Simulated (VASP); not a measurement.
WC (sol), 2 atoms in the cell. The structure is hexagonal, space group P-6m2 (No. 187). The conventional cell has a = 2.900 Å, b = 2.900 Å, c = 2.827 Å, α = 90.00°, β = 90.00°, γ = 120.00°. W (site symmetry -6m2) has 6 C at 2.19 Å and 8 W at 2.83 to 2.90 Å within 2.9 Å. Within 2.9 Å of C (site symmetry -6m2) lie 6 W at 2.19 Å and 8 C at 2.83 to 2.90 Å. 

- Program: VASP 6.6.1
- Task: single point
- Functional: PBEsol
- Potentials or basis: VASP PAW PBE potentials, release 64 (W_sv, C)
- Cutoff: 520 eV
- k mesh: 18 × 18 × 14
- Occupations: fermi-dirac, width 0.15 eV
- Spin: no spin polarisation
- Dipole correction: no
- Further INCAR settings: ALGO = Normal; EDIFF = 1e-06; NBANDS = 16

Potentials or basis: VASP PAW PBE potentials, release 64 (W_sv, C).

Run with:

```console
$ cat potpaw_PBE.64/W_sv/POTCAR potpaw_PBE.64/C/POTCAR > POTCAR
$ mpirun -np 1 vasp_std > vasp.out
```

Hardware: 1 thread of Intel(R) Xeon(R) 6975P-C (Granite Rapids) (shared host).

Q: Estimate the wall time of this run.

A: Wall time 31 s on 1 thread of Intel(R) Xeon(R) 6975P-C (Granite Rapids) (shared host), peak memory 0.22 GiB. Counts: scf iterations 12, k points 296.
